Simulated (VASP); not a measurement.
# SrO (Fm-3m) in VASP: a series of runs

Aim: see how the results for SrO move with the level of theory and the settings. Levels: PBE, RPBE+D3(BJ), PBEsol+D3(BJ). Tasks: single point.

Everything below comes from runs of VASP 6.6.1. Logs are shortened: lines on timing, memory, paths and dates and some standing lists are left out, and cuts for length are marked.

### Step 1. The cell of the first run

It takes space group Fm-3m (No. 225, cubic). The conventional cell has a = 5.167 Å, b = 5.167 Å, c = 5.167 Å, α = 90.00°, β = 90.00°, γ = 90.00°. Sr (site symmetry m-3m) has 6 O at 2.58 Å within 3.4 Å. O (site symmetry m-3m) has 6 Sr at 2.58 Å within 3.4 Å.

### Step 2. Single point, PBE (volume scaled by 1.02)

INCAR

```
PREC = Accurate
ENCUT = 520
EDIFF = 1E-6
ISMEAR = -1
SIGMA = 0.05
LREAL = F
LASPH = T
NELM = 100
ALGO = Normal
ISIF = 2
LWAVE = F
LCHARG = F
GGA = PE
NBANDS = 15
```

KPOINTS

```
regular mesh
0
Gamma
  9 9 9
```

POSCAR

```
SrO
1.0
    0.0000000000      2.5832958595      2.5832958595
    2.5832958595      0.0000000000      2.5832958595
    2.5832958595      2.5832958595      0.0000000000
Sr O
1 1
Direct
    0.5000000000      0.5000000000      0.5000000000
    0.0000000000      0.0000000000      0.0000000000
```

Potentials or basis: VASP PAW PBE potentials, release 64 (Sr_sv, O).

Run with:

```bash
cat potpaw_PBE.64/Sr_sv/POTCAR potpaw_PBE.64/O/POTCAR > POTCAR
mpirun -np 1 vasp_std > vasp.out
```

OUTCAR:

```text
PREC = Accurate
   ENCUT = 520
   EDIFF = 1E-6
   ISMEAR = -1
   LREAL = F
   LASPH = T
   NELM = 100
   ISIF = 2
   GGA = PE

 ion  position               nearest neighbor table
   1  0.500  0.500  0.500-   2 2.58   2 2.58   2 2.58   2 2.58   2 2.58   2 2.58
   2  0.000  0.000  0.000-   1 2.58   1 2.58   1 2.58   1 2.58   1 2.58   1 2.58

  LATTYP: Found a face centered cubic cell.
 ALAT       =     5.1665917190

  Lattice vectors:

 A1 = (   0.0000000000,   2.5832958595,   2.5832958595)
 A2 = (   2.5832958595,   0.0000000000,   2.5832958595)
 A3 = (   2.5832958595,   2.5832958595,   0.0000000000)

Analysis of symmetry for initial positions (statically):
=====================================================================
 Subroutine PRICEL returns:
 Original cell was already a primitive cell.

 Routine SETGRP: Setting up the symmetry group for a
 face centered cubic supercell.

 Subroutine GETGRP returns: Found 48 space group operations
[... 9 lines left out ...]

 Routine SETGRP: Setting up the symmetry group for a
 face centered cubic supercell.

 Subroutine GETGRP returns: Found 48 space group operations
[... 11 lines left out ...]
                                     Primitive cell

  volume of cell :      34.4788

  direct lattice vectors                    reciprocal lattice vectors
     0.000000000  2.583295860  2.583295860    -0.193551195  0.193551195  0.193551195
     2.583295860  0.000000000  2.583295860     0.193551195 -0.193551195  0.193551195
     2.583295860  2.583295860  0.000000000     0.193551195  0.193551195 -0.193551195

  length of vectors
     3.653332040  3.653332040  3.653332040     0.335240503  0.335240503  0.335240503

  position of ions in fractional coordinates (direct lattice)
     0.500000000  0.500000000  0.500000000
     0.000000000  0.000000000  0.000000000

  ion indices of the primitive-cell ions
   primitive index   ion index
                 1           1
                 2           2

----------------------------------------------------------------------------------------

 KPOINTS: regular mesh

Automatic generation of k-mesh.
 Grid dimensions read from file:
 generate k-points for:    9    9    9

 Generating k-lattice:

  Cartesian coordinates                     Fractional coordinates (reciprocal lattice)
    -0.021505688  0.021505688  0.021505688     0.111111111  0.000000000  0.000000000
     0.021505688 -0.021505688  0.021505688     0.000000000  0.111111111  0.000000000
     0.021505688  0.021505688 -0.021505688     0.000000000  0.000000000  0.111111111

  Length of vectors
     0.037248945  0.037248945  0.037248945

  Shift w.r.t. Gamma in fractional coordinates (k-lattice)
     0.000000000  0.000000000  0.000000000

 Subroutine IBZKPT returns following result:
 ===========================================

 Found     35 irreducible k-points:

 Following reciprocal coordinates:
            Coordinates               Weight
  0.000000  0.000000  0.000000      1.000000
  0.111111  0.000000  0.000000      8.000000
  0.222222  0.000000  0.000000      8.000000
  0.333333  0.000000  0.000000      8.000000
  0.444444  0.000000  0.000000      8.000000
  0.111111  0.111111  0.000000      6.000000
[... 16 lines left out ...]
 -0.333333  0.333333  0.000000     12.000000
  0.444444  0.444444  0.000000      6.000000
 [... further k-points ...]
   k-points           NKPTS =     35   k-points in BZ     NKDIM =     35   number of bands    NBANDS=     15
   number of dos      NEDOS =    301   number of ions     NIONS =      2
   total plane-waves  NPLWV =  21952
   dimension x,y,z NGX =    28 NGY =   28 NGZ =   28
   dimension x,y,z NGXF=    56 NGYF=   56 NGZF=   56
   ions per type =               1   1
   NGX,Y,Z   is equivalent  to a cutoff of  12.74, 12.74, 12.74 a.u.
   NGXF,Y,Z  is equivalent  to a cutoff of  25.48, 25.48, 25.48 a.u.
 SYSTEM =  unknown system
   PREC   = accura    normal or accurate (medium, high low for compatibility)
   ISTART =      0    job   : 0-new  1-cont  2-samecut
   ICHARG =      2    charge: 1-file 2-atom 10-const
   ISPIN  =      1    spin polarized calculation?
   LNONCOLLINEAR =      F non collinear calculations
   LSORBIT =      F    spin-orbit coupling
   LASPH  =      T    aspherical Exc in radial PAW
   ENCUT  =  520.0 eV  38.22 Ry    6.18 a.u.   6.79  6.79  6.79*2*pi/ulx,y,z
   NELM   =    100;   NELMIN=  2; NELMDL= -5     # of ELM steps
   EDIFF  = 0.1E-05   stopping-criterion for ELM
   LREAL  =      F    real-space projection
   EDIFFG = 0.1E-04   stopping-criterion for IOM
   NSW    =      0    number of steps for IOM
   IBRION =     -1    ionic relax: 0-MD 1-quasi-New 2-CG
   NFREE  =      0    steps in history (QN), initial steepest desc. (CG)
   ISIF   =      2    stress and relaxation
   ISYM   =      2    0-nonsym 1-usesym 2-fastsym
   POTIM  = 0.5000    time-step for ionic-motion
   TEBEG  =    0.0;   TEEND  =   0.0 temperature during run
   PSTRESS=    0.0 pullay stress
   NELECT =      16.0000    total number of electrons
   NUPDOWN=      -1.0000    fix difference up-down
   EMIN   =  10.00;   EMAX   =-10.00  energy-range for DOS
   EFERMI =   0.00;   METHOD = LEGACY
   ISMEAR =    -1;   SIGMA  =   0.05  broadening in eV -4-tet -1-fermi 0-gaus
   EFERMI_NEDOS =   21; number of points for ismear=-14 and -15
   IALGO  =     38    algorithm
   IMIX   =      4    mixing-type and parameters
     AMIX     =   0.40;   BMIX     =  1.00
     AMIX_MAG =   1.60;   BMIX_MAG =  1.00
  volume/ion in A,a.u.               =      17.24       116.34
  Fermi-wavevector in a.u.,A,eV,Ry     =   1.267450  2.395132 21.856784  1.606428
  Thomas-Fermi vector in A             =   2.400597
   LORBIT       =      0    0 simple, 1 ext, 2 COOP (PROOUT), +10 PAW based schemes
   GGA     = PE    functional components
   LHFCALC =     F    Hartree Fock is set to
   AEXX    =    0.0000 exact exchange contribution
   IVDW    =     0    specifies the selected vdW correction
   LEPSILON=     F    determine dielectric tensor
   LRPA    =     F    only Hartree local field effects (RPA)
 non-spin polarized calculation
  energy-cutoff  :      520.00
  volume of cell :       34.48
 maximum number of plane-waves:       944
   NGX = 13   NGY = 13   NGZ = 13

 number of electron      15.9999998 magnetization

 Free energy of the ion-electron system (eV)
  ---------------------------------------------------
  ext. energy  EPLUGINS =         0.00000000
  ---------------------------------------------------
  free energy    TOTEN  =       -12.04986253 eV

  energy without entropy =      -12.04986253  energy(sigma->0) =      -12.04986253

 E-fermi :   2.7024     XC(G=0):  -9.9590

 val. band max:        1.5961708609   @ k =   0.0000   0.0000   0.0000
 cond. band min:       4.9260079156   @ k =   0.4444   0.4444   0.0000
 fundamental gap:      3.3298370547
 Fermi energy:         2.7023779017

 k-point     1 :       0.0000    0.0000    0.0000
  band No.  band energies     occupation
      1     -30.8432      2.00000
      2     -13.4763      2.00000
      3     -12.4957      2.00000
      4     -12.4957      2.00000
      5     -12.4957      2.00000
      6       1.5962      2.00000
      7       1.5962      2.00000
      8       1.5962      2.00000
      9       5.4776      0.00000
     10       7.7751      0.00000
     11       7.7751      0.00000
     12       7.7751      0.00000
     13       9.9102      0.00000
     14       9.9102      0.00000
     15      14.2370      0.00000

 k-point     2 :       0.1111    0.0000    0.0000
  band No.  band energies     occupation
      1     -30.8283      2.00000
      2     -13.7838      2.00000
      3     -12.5051      2.00000
      4     -12.5051      2.00000
      5     -12.2250      2.00000
      6       1.2298      2.00000
      7       1.4418      2.00000
      8       1.4418      2.00000
      9       6.0372      0.00000
     10       7.6491      0.00000
     11       8.0138      0.00000
     12       8.0138      0.00000
     13      10.2276      0.00000
     14      10.2276      0.00000
     15      15.0251      0.00000

 k-point     3 :       0.2222    0.0000    0.0000
  band No.  band energies     occupation
      1     -30.7902      2.00000
      2     -14.2897      2.00000
      3     -12.5288      2.00000
      4     -12.5288      2.00000
      5     -11.8131      2.00000
      6       0.5115      2.00000
      7       1.0858      2.00000
      8       1.0858      2.00000
      9       7.2868      0.00000
     10       7.5816      0.00000
     11       8.6770      0.00000
     12       8.6770      0.00000
     13      11.0491      0.00000
     14      11.0491      0.00000
     15      16.7776      0.00000

 k-point     4 :       0.3333    0.0000    0.0000
  band No.  band energies     occupation
      1     -30.7464      2.00000
      2     -14.7117      2.00000
      3     -12.5553      2.00000
      4     -12.5553      2.00000
      5     -11.4984      2.00000
      6      -0.1324      2.00000
      7       0.7277      2.00000
      8       0.7277      2.00000
      9       7.7404      0.00000
     10       8.7542      0.00000
     11       9.5688      0.00000
     12       9.5688      0.00000
     13      12.1232      0.00000
     14      12.1232      0.00000
     15      17.2851      0.00000
[... 307 lines left out ...]
 k-point    22 :      -0.4444    0.3333    0.0000
  band No.  band energies     occupation
      1     -30.6806      2.00000
      2     -14.2191      2.00000
      3     -13.1799      2.00000
      4     -12.7597      2.00000
      5     -12.1268      2.00000
      6       0.7295      2.00000
      7       1.0369      2.00000
      8       1.0955      2.00000
      9       6.1296      0.00000
     10       9.5256      0.00000
     11      10.2781      0.00000
     12      11.6727      0.00000
     13      12.4224      0.00000
     14      14.5331      0.00000
     15      14.7084      0.00000

 k-point    23 :      -0.3333    0.3333    0.0000
  band No.  band energies     occupation
      1     -30.6841      2.00000
      2     -14.4426      2.00000
      3     -13.1509      2.00000
      4     -12.6905      2.00000
      5     -11.8339      2.00000
      6       0.2889      2.00000
      7       0.8068      2.00000
      8       1.0975      2.00000
      9       7.2447      0.00000
     10       8.7334      0.00000
     11      10.4491      0.00000
     12      11.0653      0.00000
     13      12.7826      0.00000
     14      14.2126      0.00000
     15      16.4318      0.00000

 k-point    24 :       0.4444    0.4444    0.0000
  band No.  band energies     occupation
      1     -30.6808      2.00000
      2     -13.7584      2.00000
      3     -13.0453      2.00000
      4     -12.8347      2.00000
      5     -12.8347      2.00000
      6       1.0344      2.00000
      7       1.4915      2.00000
      8       1.4915      2.00000
      9       4.9260      0.00000
     10       9.1742      0.00000
     11      11.6059      0.00000
     12      11.8420      0.00000
     13      12.3984      0.00000
     14      12.3984      0.00000
     15      15.4985      0.00000

 [... further k-points ...]
[... 5 lines left out ...]
  --------------------------------------------------------------------------------------
  -------------------------------------------------------------------------------------
  Total        0.4281896      0.4281896      0.4281896     -0.0000000     -0.0000000      0.0000000
  in kB       19.8973050     19.8973050     19.8973050     -0.0000000     -0.0000000      0.0000000
  external PRESSURE =      19.8973050 kB  Pullay stress =       0.0000000 kB

 VOLUME and BASIS-vectors are now :
 -----------------------------------------------------------------------------
  energy-cutoff  :      520.00
  volume of cell :       34.48
      direct lattice vectors                 reciprocal lattice vectors
     0.000000000  2.583295860  2.583295860    -0.193551195  0.193551195  0.193551195
     2.583295860  0.000000000  2.583295860     0.193551195 -0.193551195  0.193551195
     2.583295860  2.583295860  0.000000000     0.193551195  0.193551195 -0.193551195

 POSITION                                       TOTAL-FORCE (eV/Angst)
 -----------------------------------------------------------------------------------
      2.58330      2.58330      2.58330        -0.000000      0.000000      0.000000
      0.00000      0.00000      0.00000         0.000000     -0.000000     -0.000000
 -----------------------------------------------------------------------------------
    total drift:                                0.000000      0.000000      0.000000

  FREE ENERGIE OF THE ION-ELECTRON SYSTEM (eV)
  ---------------------------------------------------
  free  energy   TOTEN  =       -12.0498625312 eV

  energy  without entropy=      -12.0498625312  energy(sigma->0) =      -12.04986253
```

It took 18 s on 1 thread of Intel Xeon Platinum 8259CL at 2.50GHz (Skylake/Cascade Lake), shared host; peak memory 0.16 GiB.

What came out:

```yaml
Free_energy: -12.0499 eV
Pressure: 2.0 GPa
Band_gap_on_the_k_mesh: 3.33 eV, indirect (least direct gap 3.43 eV)
```

Levels at points of the mesh, in eV from the valence-band top:
```tsv
k point	band 4	band 5	band 6	band 7	band 8	band 9	band 10	band 11	band 12	band 13
(0.00, 0.00, 0.00)	-14.09	-14.09	0.00	0.00	0.00	3.88	6.18	6.18	6.18	8.31
```

 A k mesh can miss the band edges.

### Step 3. Single point, PBE (volume scaled by 1.04)

INCAR

```
PREC = Accurate
ENCUT = 520
EDIFF = 1E-6
ISMEAR = -1
SIGMA = 0.05
LREAL = False
LASPH = True
NELM = 60
ALGO = Normal
ISIF = 2
LWAVE = False
LCHARG = False
GGA = PE
NBANDS = 15
```

KPOINTS is that of step 2.

POSCAR

```
SrO
1.0
    0.0000000000      2.6000709780      2.6000709780
    2.6000709780      0.0000000000      2.6000709780
    2.6000709780      2.6000709780      0.0000000000
Sr O
1 1
Direct
    0.5000000000      0.5000000000      0.5000000000
    0.0000000000      0.0000000000      0.0000000000
```

Potentials or basis: VASP PAW PBE potentials, release 64 (Sr_sv, O).

Run with:

```bash
cat potpaw_PBE.64/Sr_sv/POTCAR potpaw_PBE.64/O/POTCAR > POTCAR
mpirun -np 1 vasp_std > vasp.out
```

OUTCAR:

```text
PREC = Accurate
   ENCUT = 520
   EDIFF = 1E-6
   ISMEAR = -1
   LREAL = False
   LASPH = True
   NELM = 60
   ISIF = 2
   GGA = PE

 ion  position               nearest neighbor table
   1  0.500  0.500  0.500-   2 2.60   2 2.60   2 2.60   2 2.60   2 2.60   2 2.60
   2  0.000  0.000  0.000-   1 2.60   1 2.60   1 2.60   1 2.60   1 2.60   1 2.60

  LATTYP: Found a face centered cubic cell.
 ALAT       =     5.2001419560

  Lattice vectors:

 A1 = (   0.0000000000,   2.6000709780,   2.6000709780)
 A2 = (   2.6000709780,   0.0000000000,   2.6000709780)
[... 608 lines left out ...]
     11      11.3908      0.00000
     12      11.5821      0.00000
     13      12.1566      0.00000
     14      12.1566      0.00000
     15      15.1477      0.00000

 [... further k-points ...]
[... 5 lines left out ...]
  --------------------------------------------------------------------------------------
  -------------------------------------------------------------------------------------
  Total        0.0551044      0.0551044      0.0551044      0.0000000      0.0000000     -0.0000000
  in kB        2.5113736      2.5113736      2.5113736      0.0000000      0.0000000     -0.0000000
  external PRESSURE =       2.5113736 kB  Pullay stress =       0.0000000 kB

 VOLUME and BASIS-vectors are now :
 -----------------------------------------------------------------------------
  energy-cutoff  :      520.00
  volume of cell :       35.15
      direct lattice vectors                 reciprocal lattice vectors
     0.000000000  2.600070978  2.600070978    -0.192302443  0.192302443  0.192302443
     2.600070978  0.000000000  2.600070978     0.192302443 -0.192302443  0.192302443
     2.600070978  2.600070978  0.000000000     0.192302443  0.192302443 -0.192302443

 POSITION                                       TOTAL-FORCE (eV/Angst)
 -----------------------------------------------------------------------------------
      2.60007      2.60007      2.60007        -0.000000      0.000000      0.000000
      0.00000      0.00000      0.00000         0.000000      0.000000     -0.000000
 -----------------------------------------------------------------------------------
    total drift:                                0.000000      0.000000      0.000000

  FREE ENERGIE OF THE ION-ELECTRON SYSTEM (eV)
  ---------------------------------------------------
  free  energy   TOTEN  =       -12.0550037271 eV

  energy  without entropy=      -12.0550037271  energy(sigma->0) =      -12.05500373
```

stdout:

```text
POSCAR found type information on POSCAR SrO
 POSCAR found :  2 types and       2 ions
 scaLAPACK will be used
 LDA part: xc-table for (Slater+PW92), standard interpolation
 POSCAR, INCAR and KPOINTS ok, starting setup
 FFT: planning ... GRIDC
 FFT: planning ... GRID_SOFT
 FFT: planning ... GRID
 WAVECAR not read
 entering main loop
```

Wall time 18 s (1 thread of Intel Xeon Platinum 8259CL at 2.50GHz (Skylake/Cascade Lake), shared host); peak memory 0.16 GiB.

Results:

```
Free energy            : -12.0550 eV
Pressure               : 0.3 GPa
Band gap on the k mesh : 3.34 eV, indirect (least direct gap 3.45 eV)
```

Levels at points of the mesh, in eV from the valence-band top:
```tsv
k point	band 4	band 5	band 6	band 7	band 8	band 9	band 10	band 11	band 12	band 13
(0.00, 0.00, 0.00)	-14.18	-14.18	0.00	0.00	0.00	3.75	6.13	6.13	6.13	8.23
```

 A k mesh can miss the band edges.

[end of part 1 of 2]
